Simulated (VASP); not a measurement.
# AlN (P6_3/mmc) in VASP: a series of runs

AlN is run at these levels: LDA; tasks: single point, relaxation of cell and atoms.

All numbers are computed with VASP 6.6.1; they aren't measurements. Logs are shortened: lines on timing, memory, paths and dates and some standing lists are left out, and cuts for length are marked.

## 1. The cell of the first run

It takes space group P6_3/mmc (No. 194, hexagonal). Conventional cell: a = 3.276 Å, b = 3.276 Å, c = 4.102 Å, α = 90.00°, β = 90.00°, γ = 120.00°. Al (site symmetry -6m2) has 5 N at 1.89 to 2.05 Å within 2.5 Å. Within 2.5 Å of N (site symmetry -6m2) lie 5 Al at 1.89 to 2.05 Å.

## 2. Single point, LDA

File INCAR:

```
SYSTEM = AlN
PREC = Accurate
ENCUT = 520
EDIFF = 1E-7
ISMEAR = 0
SIGMA = 0.01
LREAL = .FALSE.
LASPH = .TRUE.
NELM = 60
ALGO = Normal
ISIF = 2
LWAVE = .FALSE.
LCHARG = .FALSE.
GGA = CA
NBANDS = 16
```

File KPOINTS:

```
regular mesh
0
G
  12 12 6
  0 0 0
```

File POSCAR:

```
AlN
1.0
    3.2757086203      0.0000000000      0.0000000000
   -1.6378543101      2.8368468806      0.0000000000
    0.0000000000      0.0000000000      4.1018057278
Al N
2 2
Direct
    0.3333333333      0.6666666667      0.7500000000
    0.6666666667      0.3333333333      0.2500000000
    0.3333333333      0.6666666667      0.2500000000
    0.6666666667      0.3333333333      0.7500000000
```

Potentials or basis: VASP PAW LDA potentials, release 64 (Al, N).

Command:

```bash
$ cat potpaw_LDA.64/Al/POTCAR potpaw_LDA.64/N/POTCAR > POTCAR
$ mpirun -np 1 vasp_std > vasp.out
```

OUTCAR:

```text
SYSTEM = AlN
   PREC = Accurate
   ENCUT = 520
   EDIFF = 1E-7
   ISMEAR = 0
   LREAL = .FALSE.
   LASPH = .TRUE.
   NELM = 60
   ISIF = 2
   GGA = CA

 ion  position               nearest neighbor table
   1  0.333  0.667  0.750-   4 1.89   4 1.89   4 1.89   3 2.05   3 2.05   2 2.79   2 2.79   2 2.79
                             2 2.79   2 2.79   2 2.79
   2  0.667  0.333  0.250-   3 1.89   3 1.89   3 1.89   4 2.05   4 2.05   1 2.79   1 2.79   1 2.79
                             1 2.79   1 2.79   1 2.79
   3  0.333  0.667  0.250-   2 1.89   2 1.89   2 1.89   1 2.05   1 2.05
   4  0.667  0.333  0.750-   1 1.89   1 1.89   1 1.89   2 2.05   2 2.05

  LATTYP: Found a hexagonal cell.
 ALAT       =     3.2757086203
 C/A-ratio  =     1.2521888248

  Lattice vectors:

 A1 = (   3.2757086203,   0.0000000000,   0.0000000000)
 A2 = (  -1.6378543101,   2.8368468806,   0.0000000000)
 A3 = (   0.0000000000,   0.0000000000,   4.1018057278)

Analysis of symmetry for initial positions (statically):
=====================================================================
 Subroutine PRICEL returns:
 Original cell was already a primitive cell.

 Routine SETGRP: Setting up the symmetry group for a
 hexagonal supercell.

 Subroutine GETGRP returns: Found 24 space group operations
 (whereof 12 operations were pure point group operations)
 out of a pool of 24 trial point group operations.

The static configuration has the point symmetry D_3d.
 The point group associated with its full space group is D_6h.

Analysis of symmetry for dynamics (positions and initial velocities):
=====================================================================
 Subroutine PRICEL returns:
 Original cell was already a primitive cell.

 Routine SETGRP: Setting up the symmetry group for a
 hexagonal supercell.

 Subroutine GETGRP returns: Found 24 space group operations
 (whereof 12 operations were pure point group operations)
 out of a pool of 24 trial point group operations.

The dynamic configuration has the point symmetry D_3d.
 The point group associated with its full space group is D_6h.

 Subroutine INISYM returns: Found 24 space group operations
 (whereof 12 operations are pure point group operations),
 and found     1 'primitive' translations

----------------------------------------------------------------------------------------

                                     Primitive cell

  volume of cell :      38.1168

  direct lattice vectors                    reciprocal lattice vectors
     3.275708620  0.000000000  0.000000000     0.305277458  0.176252022  0.000000000
    -1.637854310  2.836846881  0.000000000     0.000000000  0.352504045  0.000000000
     0.000000000  0.000000000  4.101805728     0.000000000  0.000000000  0.243795066

  length of vectors
     3.275708620  3.275708620  4.101805728     0.352504045  0.352504045  0.243795066

  position of ions in fractional coordinates (direct lattice)
     0.333333333  0.666666667  0.750000000
     0.666666667  0.333333333  0.250000000
     0.333333333  0.666666667  0.250000000
     0.666666667  0.333333333  0.750000000

  ion indices of the primitive-cell ions
   primitive index   ion index
                 1           1
                 2           2
                 3           3
                 4           4

----------------------------------------------------------------------------------------

 KPOINTS: regular mesh

Automatic generation of k-mesh.
 Grid dimensions read from file:
 generate k-points for:   12   12    6

 Generating k-lattice:

  Cartesian coordinates                     Fractional coordinates (reciprocal lattice)
     0.025439788  0.014687669  0.000000000     0.083333333  0.000000000  0.000000000
     0.000000000  0.029375337  0.000000000     0.000000000  0.083333333  0.000000000
     0.000000000  0.000000000  0.040632511     0.000000000  0.000000000  0.166666667

  Length of vectors
     0.029375337  0.029375337  0.040632511

  Shift w.r.t. Gamma in fractional coordinates (k-lattice)
     0.000000000  0.000000000  0.000000000

 Subroutine IBZKPT returns following result:
 ===========================================

 Found     76 irreducible k-points:

 Following reciprocal coordinates:
            Coordinates               Weight
  0.000000  0.000000  0.000000      1.000000
  0.083333  0.000000  0.000000      6.000000
  0.166667  0.000000  0.000000      6.000000
  0.250000  0.000000  0.000000      6.000000
  0.333333  0.000000  0.000000      6.000000
  0.416667  0.000000  0.000000      6.000000
[... 16 lines left out ...]
  0.250000  0.000000  0.166667     12.000000
  0.333333  0.000000  0.166667     12.000000
 [... further k-points ...]
   k-points           NKPTS =     76   k-points in BZ     NKDIM =     76   number of bands    NBANDS=     16
   number of dos      NEDOS =    301   number of ions     NIONS =      4
   total plane-waves  NPLWV =  18432
   dimension x,y,z NGX =    24 NGY =   24 NGZ =   32
   dimension x,y,z NGXF=    48 NGYF=   48 NGZF=   64
   ions per type =               2   2
   NGX,Y,Z   is equivalent  to a cutoff of  12.18, 12.18, 12.97 a.u.
   NGXF,Y,Z  is equivalent  to a cutoff of  24.36, 24.36, 25.94 a.u.
 SYSTEM =  AlN
   PREC   = accura    normal or accurate (medium, high low for compatibility)
   ISTART =      0    job   : 0-new  1-cont  2-samecut
   ICHARG =      2    charge: 1-file 2-atom 10-const
   ISPIN  =      1    spin polarized calculation?
   LNONCOLLINEAR =      F non collinear calculations
   LSORBIT =      F    spin-orbit coupling
   LASPH  =      T    aspherical Exc in radial PAW
   ENCUT  =  520.0 eV  38.22 Ry    6.18 a.u.   6.09  6.09  7.63*2*pi/ulx,y,z
   NELM   =     60;   NELMIN=  2; NELMDL= -5     # of ELM steps
   EDIFF  = 0.1E-06   stopping-criterion for ELM
   LREAL  =      F    real-space projection
   EDIFFG = 0.1E-05   stopping-criterion for IOM
   NSW    =      0    number of steps for IOM
   IBRION =     -1    ionic relax: 0-MD 1-quasi-New 2-CG
   NFREE  =      0    steps in history (QN), initial steepest desc. (CG)
   ISIF   =      2    stress and relaxation
   ISYM   =      2    0-nonsym 1-usesym 2-fastsym
   POTIM  = 0.5000    time-step for ionic-motion
   TEBEG  =    0.0;   TEEND  =   0.0 temperature during run
   PSTRESS=    0.0 pullay stress
   NELECT =      16.0000    total number of electrons
   NUPDOWN=      -1.0000    fix difference up-down
   EMIN   =  10.00;   EMAX   =-10.00  energy-range for DOS
   EFERMI =   0.00;   METHOD = LEGACY
   ISMEAR =     0;   SIGMA  =   0.01  broadening in eV -4-tet -1-fermi 0-gaus
   EFERMI_NEDOS =   21; number of points for ismear=-14 and -15
   IALGO  =     38    algorithm
   IMIX   =      4    mixing-type and parameters
     AMIX     =   0.40;   BMIX     =  1.00
     AMIX_MAG =   1.60;   BMIX_MAG =  1.00
  volume/ion in A,a.u.               =       9.53        64.31
  Fermi-wavevector in a.u.,A,eV,Ry     =   1.225771  2.316372 20.442958  1.502515
  Thomas-Fermi vector in A             =   2.360797
   LORBIT       =      0    0 simple, 1 ext, 2 COOP (PROOUT), +10 PAW based schemes
   GGA     = CA    functional components
   LHFCALC =     F    Hartree Fock is set to
   AEXX    =    0.0000 exact exchange contribution
   IVDW    =     0    specifies the selected vdW correction
   LEPSILON=     F    determine dielectric tensor
   LRPA    =     F    only Hartree local field effects (RPA)
 non-spin polarized calculation
 Gauss-broadening in eV      SIGMA  =   0.01
  energy-cutoff  :      520.00
  volume of cell :       38.12
 maximum number of plane-waves:      1047
   NGX = 13   NGY = 13   NGZ = 15

 number of electron      15.9999996 magnetization

 Free energy of the ion-electron system (eV)
  ---------------------------------------------------
  ext. energy  EPLUGINS =         0.00000000
  ---------------------------------------------------
  free energy    TOTEN  =       -32.48284520 eV

  energy without entropy =      -32.48284520  energy(sigma->0) =      -32.48284520

 E-fermi :   8.2278     XC(G=0): -11.6765

 val. band max:        8.1357991989   @ k =   0.0000   0.0000   0.0000
 cond. band min:      11.7622808115   @ k =   0.0000   0.0000   0.0000
 fundamental gap:      3.6264816127
 Fermi energy:         8.2278172317

 k-point     1 :       0.0000    0.0000    0.0000
  band No.  band energies     occupation
      1      -8.7980      2.00000
      2      -4.7994      2.00000
      3       1.0256      2.00000
      4       4.7442      2.00000
      5       4.7442      2.00000
      6       6.5024      2.00000
[... 8 lines left out ...]
     15      20.0787      0.00000
     16      20.0787      0.00000

 k-point     2 :       0.0833    0.0000    0.0000
  band No.  band energies     occupation
      1      -8.7142      2.00000
      2      -4.7979      2.00000
      3       1.1130      2.00000
      4       4.4460      2.00000
      5       4.6200      2.00000
      6       6.2158      2.00000
[... 8 lines left out ...]
     15      19.7165      0.00000
     16      19.7605      0.00000

 k-point     3 :       0.1667    0.0000    0.0000
  band No.  band energies     occupation
      1      -8.4684      2.00000
      2      -4.8096      2.00000
      3       1.3711      2.00000
      4       3.7116      2.00000
      5       4.3295      2.00000
      6       5.5908      2.00000
[... 8 lines left out ...]
     15      18.9918      0.00000
     16      20.3358      0.00000

 k-point     4 :       0.2500    0.0000    0.0000
  band No.  band energies     occupation
      1      -8.0789      2.00000
      2      -4.8801      2.00000
      3       1.7866      2.00000
      4       2.8570      2.00000
      5       4.0036      2.00000
      6       4.9240      2.00000
[... 8 lines left out ...]
     15      18.4463      0.00000
     16      20.9498      0.00000
[... 324 lines left out ...]
 k-point    22 :       0.1667    0.0000    0.1667
  band No.  band energies     occupation
      1      -8.2934      2.00000
      2      -5.1874      2.00000
      3       1.6467      2.00000
      4       4.0305      2.00000
      5       4.4562      2.00000
      6       5.2037      2.00000
[... 8 lines left out ...]
     15      19.6426      0.00000
     16      20.5074      0.00000

 k-point    23 :       0.2500    0.0000    0.1667
  band No.  band energies     occupation
      1      -7.9126      2.00000
      2      -5.1637      2.00000
      3       1.5866      2.00000
      4       3.4830      2.00000
      5       4.1428      2.00000
      6       4.4803      2.00000
[... 8 lines left out ...]
     15      19.3138      0.00000
     16      20.8390      0.00000

 k-point    24 :       0.3333    0.0000    0.1667
  band No.  band energies     occupation
      1      -7.4334      2.00000
      2      -5.2329      2.00000
      3       1.3416      2.00000
      4       3.1626      2.00000
      5       3.8752      2.00000
      6       4.0038      2.00000
[... 8 lines left out ...]
     15      19.8941      0.00000
     16      21.1642      0.00000

 [... further k-points ...]
[... 5 lines left out ...]
  --------------------------------------------------------------------------------------
  -------------------------------------------------------------------------------------
  Total        0.1664705      0.1664705      0.0975844      0.0000000      0.0000000     -0.0000000
  in kB        6.9973187      6.9973187      4.1018008      0.0000000      0.0000000     -0.0000000
  external PRESSURE =       6.0321460 kB  Pullay stress =       0.0000000 kB

 VOLUME and BASIS-vectors are now :
 -----------------------------------------------------------------------------
  energy-cutoff  :      520.00
  volume of cell :       38.12
      direct lattice vectors                 reciprocal lattice vectors
     3.275708620  0.000000000  0.000000000     0.305277458  0.176252022  0.000000000
    -1.637854310  2.836846881  0.000000000     0.000000000  0.352504045  0.000000000
     0.000000000  0.000000000  4.101805728     0.000000000  0.000000000  0.243795066

 POSITION                                       TOTAL-FORCE (eV/Angst)
 -----------------------------------------------------------------------------------
     -0.00000      1.89123      3.07635        -0.000000     -0.000000      0.000000
      1.63785      0.94562      1.02545         0.000000      0.000000      0.000000
     -0.00000      1.89123      1.02545        -0.000000      0.000000      0.000000
      1.63785      0.94562      3.07635         0.000000     -0.000000      0.000000
 -----------------------------------------------------------------------------------
    total drift:                                0.000000     -0.000000      0.000000

  FREE ENERGIE OF THE ION-ELECTRON SYSTEM (eV)
  ---------------------------------------------------
  free  energy   TOTEN  =       -32.4828451985 eV

  energy  without entropy=      -32.4828451985  energy(sigma->0) =      -32.48284520
```

It took 19 s on 1 thread of Intel Xeon 6975P-C (Granite Rapids), shared host; peak memory 0.15 GiB.

What came out:

- Free energy: -32.4828 eV
- Pressure: 0.6 GPa
- Band gap on the k mesh: 3.63 eV, direct

Stress tensor (GPa, compression positive):
```
0.70 0.00 0.00
0.00 0.70 0.00
0.00 0.00 0.41
```

Levels at points of the mesh, in eV from the valence-band top:
```
           k point  band 5  band 6  band 7  band 8  band 9  band 10  band 11  band 12
(0.00, 0.00, 0.00)   -3.39   -1.63   -1.63    0.00    3.63     4.59     8.26     8.26
(0.50, 0.00, 0.00)   -4.65   -4.29   -3.02   -1.41    3.84     7.23     7.49     9.16
(0.00, 0.00, 0.50)   -2.55   -2.55   -2.55   -2.55    5.87     5.87     8.41     8.41
(0.50, 0.00, 0.50)   -3.34   -3.34   -1.79   -1.79    5.14     5.14     9.61     9.61
```

A k mesh can miss the band edges. As with any semilocal functional, this LDA gap is likely too small.

## 3. Relaxation of cell and atoms, LDA

This run uses another cell than the first one, of 9.95 Å³/atom, 1.044 times its volume.

File INCAR:

```
SYSTEM = AlN
ALGO = Normal
EDIFF = 1E-6
EDIFFG = -0.01
ENCUT = 600
IBRION = 2
ISIF = 3
ISMEAR = 0
LASPH = .TRUE.
LCHARG = .FALSE.
LREAL = .FALSE.
LWAVE = .FALSE.
NELM = 80
NSW = 80
PREC = Accurate
SIGMA = 0.01
```

File KPOINTS:

```
k-points
0
G
  12 12 6
  0 0 0
```

File POSCAR:

```
AlN
1.0
    3.3121160000      0.0000000000      0.0000000000
   -1.6560580000      2.8683765963      0.0000000000
    0.0000000000      0.0000000000      4.1875630000
Al N
2 2
Direct
    0.3333333333      0.6666666667      0.7500000000
    0.6666666667      0.3333333333      0.2500000000
    0.3333333333      0.6666666667      0.2500000000
    0.6666666667      0.3333333333      0.7500000000
```

Potentials or basis: VASP PAW LDA potentials, release 64 (Al, N).

Command:

```bash
$ cat potpaw_LDA.64/Al/POTCAR potpaw_LDA.64/N/POTCAR > POTCAR
$ mpirun -np 1 vasp_std > vasp.out
```

Run time: 84 s. Hardware: 1 thread of Intel Xeon 6975P-C (Granite Rapids), shared host; peak memory 0.17 GiB.

It converged, with:

| Property | Result |
| --- | --- |
| Free energy | -32.4863 eV |
| Relaxed volume | 9.55 Å³/atom |
| Relaxed cell | a = 3.279 Å, b = 3.279 Å, c = 4.102 Å, α = 90.00°, β = 90.00°, γ = 120.00° |
| Space group after relaxing (to 0.05 Å) | P6_3/mmc (No. 194) |
| Energy gained by relaxing | 10.8 meV/atom |
| Ionic steps | 9 |
| Pressure after relaxing | 0.0 GPa |
| Band gap on the k mesh | 3.61 eV, direct |

Step by step:
```csv
step,energy change (eV),largest force (eV/Å),pressure (GPa),volume (Å³)
1,0.0000,0.0000,-8.32,39.78
2,-0.0058,0.0000,8.74,36.88
3,-0.0414,0.0000,-0.04,38.24
4,-0.0414,0.0000,0.15,38.21
5,-0.0428,0.0000,0.15,38.18
6,-0.0431,0.0000,0.18,38.16
7,-0.0431,0.0000,0.18,38.16
8,-0.0431,0.0000,-0.18,38.22
9,-0.0431,0.0000,0.00,38.19
```

Final structure:
```yaml
crystal:
  lattice:
    - [3.27904, 0.00000, 0.00000]
    - [-1.63952, 2.83973, 0.00000]
    - [0.00000, 0.00000, 4.10165]
  atoms:
    - { symbol: Al, position: [0.33333, 0.66667, 0.75000] }
    - { symbol: Al, position: [0.66667, 0.33333, 0.25000] }
    - { symbol: N, position: [0.33333, 0.66667, 0.25000] }
    - { symbol: N, position: [0.66667, 0.33333, 0.75000] }
```

Levels at points of the mesh, in eV from the valence-band top:
```
           k point  band 6  band 7  band 8  band 9  band 10  band 11
(0.00, 0.00, 0.00)   -1.62   -1.62    0.00    3.61     4.58     8.24
(0.50, 0.00, 0.00)   -4.28   -3.01   -1.40    3.83     7.24     7.48
(0.00, 0.00, 0.50)   -2.55   -2.55   -2.55    5.86     5.86     8.40
(0.50, 0.00, 0.50)   -3.33   -1.78   -1.78    5.14     5.14     9.62
```

A k mesh can miss the band edges. A hybrid or GW would open this gap; LDA tends to underestimate it.
